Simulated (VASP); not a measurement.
Here is a VASP 6.6.1 calculation.

Contents of INCAR:

```
PREC = Accurate
ENCUT = 600
EDIFF = 1E-6
ISMEAR = -1
SIGMA = 0.05
LREAL = F
LASPH = T
NELM = 100
ALGO = Normal
ISIF = 3
LWAVE = F
LCHARG = F
GGA = PE
IBRION = 2
NSW = 100
EDIFFG = -0.005
```

The input KPOINTS:

```
regular mesh
0
Gamma
  11 11 11
```

The input POSCAR:

```
SbP
1.0
    0.0000000000      2.5297551527      2.5297551527
    2.5297551527      0.0000000000      2.5297551527
    2.5297551527      2.5297551527      0.0000000000
Sb P
1 1
Direct
    0.0000000000      0.0000000000      0.0000000000
    0.5000000000      0.5000000000      0.5000000000
```

Potentials or basis: VASP PAW PBE potentials, release 64 (Sb, P).

Run with:

```bash
$ cat potpaw_PBE.64/Sb/POTCAR potpaw_PBE.64/P/POTCAR > POTCAR
$ mpirun -np 1 vasp_std > vasp.out
```

**Question.** Estimate the relaxed volume.

**Answer.** 22.34 Å³/atom.

**Question.** Estimate the space group after relaxing (to 0.05 Å).

**Answer.** Fm-3m (No. 225).

**Question.** Estimate the band gap on the k mesh.

**Answer.** Zero (band 5 reaches 8.20 eV, above the bottom of band 6 at 7.74 eV).

Step by step:
```csv
step,energy change (eV),largest force (eV/Å),pressure (GPa),volume (Å³)
1,0.0000,0.0000,48.21,32.38
2,-0.5756,0.0000,-11.87,60.99
3,-1.3793,0.0000,-0.59,45.03
4,-1.3799,0.0000,-0.11,44.75
5,-1.3797,0.0000,0.37,44.47
6,-1.3797,0.0000,0.37,44.47
7,-1.3797,0.0000,0.36,44.48
8,-1.3797,0.0000,0.35,44.48
9,-1.3797,0.0000,0.35,44.48
10,-1.3797,0.0000,0.35,44.48
11,-1.3797,0.0000,0.35,44.48
12,-1.3797,0.0000,0.34,44.49
13,-1.3798,0.0000,0.34,44.49
14,-1.3798,0.0000,0.34,44.49
15,-1.3798,0.0000,0.33,44.50
16,-1.3798,0.0000,0.28,44.52
17,-1.3799,0.0000,0.21,44.57
18,-1.3799,0.0000,0.06,44.65
19,-1.3799,0.0000,0.00,44.68
```

Caveat: the volume moved by over 15 % at a fixed basis, so the end points are rough; spin-orbit coupling is left out, which moves the levels of the heavy elements.
